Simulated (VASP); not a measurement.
Input of a VASP 6.6.1 run:

File INCAR:

```
SYSTEM = Ga
  PREC = Accurate
  ENCUT = 600
  EDIFF = 1E-7
  ISMEAR = -1
  SIGMA = 0.05
  LREAL = .FALSE.
  LASPH = .TRUE.
  NELM = 80
  ALGO = Fast
  ISIF = 3
  LWAVE = .FALSE.
  LCHARG = .FALSE.
  GGA = PS
  IBRION = 2
  NSW = 60
  EDIFFG = -0.01
  PSTRESS = 50.0
```

The input KPOINTS:

```
regular mesh
0
G
  10 10 8
  0 0 0
```

POSCAR

```
Ga
1.0
    1.4500000000     -4.0650000000      0.0000000000
    1.4500000000      4.0650000000      0.0000000000
    0.0000000000      0.0000000000      3.1700000000
Ga
2
Direct
    0.1330000000      0.8670000000      0.7500000000
    0.8670000000      0.1330000000      0.2500000000
```

Potentials or basis: VASP PAW PBE potentials, release 64 (Ga_d).

Command:

```sh
$ cat potpaw_PBE.64/Ga_d/POTCAR > POTCAR
$ mpirun -np 1 vasp_std > vasp.out
```

(1) Estimate the space group after relaxing (to 0.1 Å).

(2) Predict the relaxed cell.

(3) Estimate the relaxed volume.

(4) Estimate the band gap on the k mesh.

Results:

(1) Cmcm (No. 63).

(2) a = 4.183 Å, b = 4.183 Å, c = 3.093 Å, α = 90.00°, β = 90.00°, γ = 141.81°.

(3) 16.74 Å³/atom.

(4) zero (bands 13 and 14 overlap by 9.78 eV).

Caveat: the cell is relaxed towards a set pressure, so the run minimises the enthalpy, not the energy; the PAW data sets were made with another functional, which shifts forces and pressure a little.
